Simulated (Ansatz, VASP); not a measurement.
# Te3O2 in VASP and in Ansatz

```
Te O
1.0
     5.97511    0.00000    0.00000
    -2.98756    5.17460    0.00000
     0.00000    0.00000    3.87855
Te O
3 2
Cartesian
  2.9876 0.0000 1.9393
  -1.4938 2.5873 1.9393
  1.4938 2.5873 1.9393
  0.0000 0.0000 0.6399
  0.0000 0.0000 3.2386
```

Alike in both runs: functional PBE; k mesh 3 × 3 × 6; occupations gaussian, width 0.1 eV; no spin polarisation.

Ansatz relaxed the structure, and its values are those at the end. VASP's run is a single point on that final structure, the one shown.

```csv
,VASP,Ansatz
version,VASP 6.6.1,Ansatz 0.2.0
potentials or method,"VASP PAW PBE potentials, release 64 (Te, O), cutoff 520 eV","scalar-relativistic, plane waves, PAW"
valence electrons in the cell,30,60
```

Ansatz gave:

* gap on the k mesh at the Fermi level (eV): none
* pressure (GPa): 0.0
* rms of the force components (eV/Å): 0.005

Q: What did VASP give for the same quantities?

A: gap on the k mesh at the Fermi level (eV): none; pressure (GPa): 0.3; rms of the force components (eV/Å): 0.246.

A gap of «none» marks a metal or a gap that the smearing closes. One of these differences is far larger than is usual between the two programs; its cause wasn't traced. VASP's potentials hold 30 valence electrons a cell and Ansatz's 60, so a difference there can come from the potentials and not from the codes.

The k mesh is coarse, so the values compare programs but aren't converged. Spin-orbit coupling is off throughout.
